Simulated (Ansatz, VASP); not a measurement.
# One calculation of InO, two programs

```xyz
4
Lattice="3.2500 0.0000 0.0000 -1.6250 2.8146 0.0000 0.0000 0.0000 17.9291" Properties=species:S:1:pos:R:3 pbc="T T T"
In    1.6250    0.9382   10.5786
In    1.6250    0.9382    7.3506
O     0.0000    0.0000   11.4722
O     0.0000    0.0000    6.4569
```

Alike in both runs: task single point; functional PBEsol; k mesh 12 × 12 × 4; occupations gaussian, width 0.03 eV; no spin polarisation.

|  | VASP | Ansatz |
| --- | --- | --- |
| version | VASP 6.6.1 | Ansatz 0.2.0 |
| potentials or method | VASP PAW PBE potentials, release 64 (In_d, O), cutoff 520 eV | scalar-relativistic, plane waves, PAW |
| valence electrons in the cell | 38 | 38 |

|  | VASP | Ansatz | Ansatz less VASP |
| --- | --- | --- | --- |
| gap on the k mesh at the Fermi level (eV) | none | none | - |
| rms of the force components (eV/Å) | 0.447 | 0.429 | -0.0179 |

VASP's potentials were made for PBE, not for PBEsol. Atom by atom the forces differ by 0.026 eV/Å (rms over components). A gap of «none» marks a metal or a gap that the smearing closes. The functional is the same, so the differences come from potentials, cutoffs and numerics. Ansatz's warnings: xc potential rough in thin density.
